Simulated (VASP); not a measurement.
# W (Pbcm) in VASP: notebook, part 2 of 2

VASP 6.6.1. Earlier steps stand in the parts before.

## (5) Single point, LDA

This run uses another cell than the first one, of 17.83 Å³/atom.

INCAR

```
SYSTEM = W
PREC = Accurate
ENCUT = 520
EDIFF = 1E-6
ISMEAR = -1
SIGMA = 0.05
LREAL = .FALSE.
LASPH = .TRUE.
NELM = 80
ALGO = Fast
ISIF = 2
LWAVE = .FALSE.
LCHARG = .FALSE.
GGA = CA
NBANDS = 36
```

KPOINTS

```
Automatic mesh
0
G
  9 6 6
  0 0 0
```

POSCAR

```
W
1.0
    2.8647674019      0.0000000000      0.0000000000
    0.0000000000      4.9592642186      0.0000000000
    0.0000000000      0.0000000000      5.0202625557
W
4
Direct
    0.7931720000      0.9368430000      0.7500000000
    0.2068280000      0.4368430000      0.7500000000
    0.2068280000      0.0631570000      0.2500000000
    0.7931720000      0.5631570000      0.2500000000
```

Potentials or basis: VASP PAW LDA potentials, release 64 (W_sv).

Run with:

```console
$ cat potpaw_LDA.64/W_sv/POTCAR > POTCAR
$ mpirun -np 1 vasp_std > vasp.out
```

OUTCAR:

```text
SYSTEM = W
   PREC = Accurate
   ENCUT = 520
   EDIFF = 1E-6
   ISMEAR = -1
   LREAL = .FALSE.
   LASPH = .TRUE.
   NELM = 80
   ISIF = 2
   GGA = CA

 ion  position               nearest neighbor table
   1  0.793  0.937  0.750-   2 2.75   2 2.75   3 2.85   3 2.85   2 3.00   2 3.00   3 3.08   3 3.08
                             4 3.12   4 3.12
   2  0.207  0.437  0.750-   1 2.75   1 2.75   4 2.85   4 2.85   1 3.00   1 3.00   4 3.08   4 3.08
                             3 3.12   3 3.12
   3  0.207  0.063  0.250-   4 2.75   4 2.75   1 2.85   1 2.85   4 3.00   4 3.00   1 3.08   1 3.08
                             2 3.12   2 3.12
[... 1145 lines left out ...]
  -------------------------------------------------------------------------------------
  Total      -12.1558949    -12.4199917    -11.4473645     -0.0000000      0.0000000      0.0000000
  in kB     -273.0640174   -278.9965573   -257.1479394     -0.0000000      0.0000000      0.0000000
  external PRESSURE =    -269.7361714 kB  Pullay stress =       0.0000000 kB

 VOLUME and BASIS-vectors are now :
 -----------------------------------------------------------------------------
  energy-cutoff  :      520.00
  volume of cell :       71.32
      direct lattice vectors                 reciprocal lattice vectors
     2.864767402  0.000000000  0.000000000     0.349068479  0.000000000  0.000000000
     0.000000000  4.959264219  0.000000000     0.000000000  0.201642816  0.000000000
     0.000000000  0.000000000  5.020262556     0.000000000  0.000000000  0.199192769

 POSITION                                       TOTAL-FORCE (eV/Angst)
 -----------------------------------------------------------------------------------
      2.27225      4.64605      3.76520         0.282819      0.087070      0.000000
      0.59251      2.16642      3.76520        -0.282819      0.087070      0.000000
      0.59251      0.31321      1.25507        -0.282819     -0.087070      0.000000
      2.27225      2.79284      1.25507         0.282819     -0.087070      0.000000
 -----------------------------------------------------------------------------------
    total drift:                                0.000000      0.000000     -0.000000

  FREE ENERGIE OF THE ION-ELECTRON SYSTEM (eV)
  ---------------------------------------------------
  free  energy   TOTEN  =       -53.7072718583 eV

  energy  without entropy=      -53.6781284793  energy(sigma->0) =      -53.69270017
```

OSZICAR:

```text
N       E                     dE             d eps       ncg     rms          rms(c)
DAV:   1     0.713106580924E+03    0.71311E+03   -0.33389E+04  5760   0.180E+03
DAV:   2    -0.196942443105E+02   -0.73280E+03   -0.71946E+03  6068   0.569E+02
DAV:   3    -0.556185455865E+02   -0.35924E+02   -0.34567E+02  6984   0.121E+02
DAV:   4    -0.565983128576E+02   -0.97977E+00   -0.96397E+00  6932   0.185E+01
DAV:   5    -0.566149274205E+02   -0.16615E-01   -0.16576E-01  6936   0.256E+00    0.338E+01
RMM:   6    -0.542240208124E+02    0.23909E+01   -0.33338E+00  5925   0.109E+01    0.127E+01
RMM:   7    -0.536982884305E+02    0.52573E+00   -0.25392E+00  6510   0.835E+00    0.163E+00
RMM:   8    -0.537012010667E+02   -0.29126E-02   -0.28052E-01  7728   0.218E+00    0.601E-01
RMM:   9    -0.537066949706E+02   -0.54939E-02   -0.70544E-02  7744   0.117E+00    0.360E-01
RMM:  10    -0.537069429641E+02   -0.24799E-03   -0.11201E-02  7324   0.599E-01    0.164E-01
RMM:  11    -0.537072379307E+02   -0.29497E-03   -0.35223E-03  8689   0.285E-01    0.309E-02
RMM:  12    -0.537072710405E+02   -0.33110E-04   -0.40540E-04  8442   0.105E-01    0.279E-02
RMM:  13    -0.537072707739E+02    0.26667E-06   -0.69763E-05  7436   0.469E-02    0.265E-03
RMM:  14    -0.537072717458E+02   -0.97194E-06   -0.10872E-05  7031   0.165E-02    0.298E-03
RMM:  15    -0.537072718583E+02   -0.11247E-06   -0.13076E-06  4632   0.692E-03
   1 F= -.53707272E+02 E0= -.53692700E+02  d E =-.291434E-01
```

stdout:

```text
POSCAR found type information on POSCAR W
 POSCAR found :  1 types and       4 ions
 scaLAPACK will be used
 LDA part: xc-table for (Slater(with rela. corr.)+CA(PZ))
 , standard interpolation
 POSCAR, INCAR and KPOINTS ok, starting setup
 FFT: planning ... GRIDC
 FFT: planning ... GRID_SOFT
 FFT: planning ... GRID
 WAVECAR not read
 entering main loop
WARNING in EDDRMM: call to ZHEGV failed, returncode =   8  4     31
```

It took 5 min on 1 thread of AMD EPYC 7R43 (Zen 3), shared host; peak memory 0.23 GiB.

What came out:

```
Free energy            : -53.7073 eV
Pressure               : -27.0 GPa
Largest force          : 0.296 eV/Å
Band gap on the k mesh : zero (bands 28 and 29 overlap by 1.16 eV)
```

Forces on the atoms (eV/Å):
```
W    0.283  0.087  0.000
W   -0.283  0.087  0.000
W   -0.283 -0.087  0.000
W    0.283 -0.087  0.000
```

Stress tensor (GPa, compression positive):
```
-27.31   0.00   0.00
  0.00 -27.90   0.00
  0.00   0.00 -25.71
```

Caveat: the cell stands under tension; spin-orbit coupling is left out, which moves the levels of the heavy elements.

## (6) Single point, r2SCAN

This run uses another cell than the first one, of 15.81 Å³/atom.

POSCAR

```
W
1.0
    2.7523058654      0.0000000000      0.0000000000
    0.0000000000      4.7645794866      0.0000000000
    0.0000000000      0.0000000000      4.8231832256
W
4
Direct
    0.7931720000      0.9368430000      0.7500000000
    0.2068280000      0.4368430000      0.7500000000
    0.2068280000      0.0631570000      0.2500000000
    0.7931720000      0.5631570000      0.2500000000
```

INCAR.step1

```
PREC     = Accurate       # precision mode
ENCUT    = 520            # plane-wave cutoff, eV
ISMEAR   = -1             # smearing method
SIGMA    = 0.05           # smearing width, eV
LREAL    = F              # projectors in reciprocal space
LASPH    = T              # aspherical terms in the spheres
NELM     = 100            # most SCF steps
NBANDS   = 36             # bands
GGA      = PE             # functional
ALGO     = Normal         # electronic algorithm
EDIFF    = 1E-4           # SCF threshold, eV
LWAVE    = T              # write WAVECAR
LCHARG   = F              # write CHGCAR
```

INCAR.step2

```
PREC     = Accurate       # precision mode
ENCUT    = 520            # plane-wave cutoff, eV
EDIFF    = 1E-6           # SCF threshold, eV
ISMEAR   = -1             # smearing method
SIGMA    = 0.05           # smearing width, eV
LREAL    = F              # projectors in reciprocal space
LASPH    = T              # aspherical terms in the spheres
NELM     = 100            # most SCF steps
ALGO     = Normal         # electronic algorithm
ISIF     = 2              # what is computed and relaxed
LWAVE    = F              # write WAVECAR
LCHARG   = F              # write CHGCAR
METAGGA  = R2SCAN         # meta-GGA
LMIXTAU  = T            
NBANDS   = 36             # bands
ISTART   = 1
```

KPOINTS

```
Automatic mesh
0
Gamma
  9 6 6
```

Potentials or basis: VASP PAW PBE potentials, release 64 (W_sv).

Run with:

```console
$ cat potpaw_PBE.64/W_sv/POTCAR > POTCAR
$ cp INCAR.step1 INCAR
$ mpirun -np 1 vasp_std > vasp.out
$ cp INCAR.step2 INCAR
$ mpirun -np 1 vasp_std > vasp.out
```

Wall time 9.5 min (1 thread of AMD EPYC 7R43 (Zen 3), shared host); peak memory 0.22 GiB.

Results (log left out):

```yaml
Free_energy: -203.0860 eV
Pressure: 13.0 GPa
Largest_force: 0.257 eV/Å
Band_gap_on_the_k_mesh: zero (bands 28 and 29 overlap by 1.42 eV)
```

Forces on the atoms (eV/Å):
```
W   -0.218  0.137  0.000
W    0.218  0.137  0.000
W    0.218 -0.137  0.000
W   -0.218 -0.137  0.000
```

Stress tensor (GPa, compression positive):
```
14.06  0.00  0.00
 0.00 12.43  0.00
 0.00  0.00 12.60
```

Levels at points of the mesh, in eV from the Fermi level:
```csv
k point,band 26,band 27,band 28,band 29,band 30,band 31
"(0.00, 0.00, 0.00)",-0.48,-0.39,-0.39,-0.37,-0.19,0.61
"(0.00, 0.50, 0.00)",-1.70,0.28,0.28,0.42,0.42,1.00
"(0.00, 0.00, 0.50)",-0.97,-0.16,-0.16,0.71,0.71,2.02
"(0.00, 0.50, 0.50)",-1.39,-1.39,-1.39,1.88,1.88,1.88
```

Caveat: the cell stands under pressure; the PAW data sets were made with another functional, which shifts forces and pressure a little; spin-orbit coupling is left out, which moves the levels of the heavy elements.

## (7) The runs side by side

| level | potentials or basis | cell | gap on the mesh (eV) | pressure (GPa) | largest force (eV/Å) |
| --- | --- | --- | --- | --- | --- |
| LDA | VASP PAW LDA potentials, release 64 (W_sv) | a = 2.772, b = 4.798, c = 4.857 Å, 4 atoms | none | -3.2 | 0.12 |
| LDA | VASP PAW LDA potentials, release 64 (W_sv) | a = 2.810, b = 4.864, c = 4.924 Å, 4 atoms | none | -14.3 | 0.10 |
| LDA | VASP PAW LDA potentials, release 64 (W_sv) | a = 2.847, b = 4.928, c = 4.988 Å, 4 atoms | none | -23.2 | 0.23 |
| LDA | VASP PAW LDA potentials, release 64 (W_sv) | a = 2.865, b = 4.959, c = 5.020 Å, 4 atoms | none | -27.0 | 0.30 |
| r2SCAN | VASP PAW PBE potentials, release 64 (W_sv) | a = 2.752, b = 4.765, c = 4.823 Å, 4 atoms | none | 13.0 | 0.26 |

Alike in all rows: task single point; no spin polarisation; k mesh 9 × 6 × 6; cutoff (eV) 520; smearing fermi-dirac 0.05 eV.

Caveats: spin-orbit coupling is left out, which moves the levels of the heavy elements; the cell stands under tension (at least some runs); the cell stands under pressure (at least some runs); the PAW data sets were made with another functional, which shifts forces and pressure a little (at least some runs).

Total energies depend on the potentials used, so only differences within one code and one set of settings carry meaning.
